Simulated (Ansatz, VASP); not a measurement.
Be: VASP beside Ansatz

```
Be
1.0
     2.21420    0.00000    0.00000
    -1.10710    1.91755    0.00000
     0.00000    0.00000    3.50011
Be
2
Direct
  0.29147 0.66667 0.25000
  0.70853 0.33333 0.75000
```

Change from the starting cell: mode 4 frozen in at -0.093 Å and mode 5 at +0.000 Å (largest displacements).

Alike in both runs: task single point; functional PBE; dispersion D3(BJ); k mesh 24 × 24 × 12; occupations gaussian, width 0.15 eV; no spin polarisation.

|  | VASP | Ansatz |
| --- | --- | --- |
| version | VASP 6.6.1 | Ansatz 0.2.0 |
| potentials or method | VASP PAW PBE potentials, release 64 (Be), cutoff 520 eV | scalar-relativistic, plane waves, PAW |
| valence electrons in the cell | 4 | 4 |

VASP gave:

```
gap on the k mesh at the Fermi level (eV)                     : none
pressure (GPa)                                                : 0.9
traceless stress, the component that is largest in VASP (GPa) : 5.74
rms of the force components (eV/Å)                            : 0.417
```

Q: Which values does Ansatz return?

A: gap on the k mesh at the Fermi level (eV): none; pressure (GPa): 0.7; traceless stress, the component that is largest in VASP (GPa): 5.72; rms of the force components (eV/Å): 0.417.

Atom by atom the forces differ by 0.000 eV/Å (rms over components). A gap of «none» marks a metal or a gap that the smearing closes.
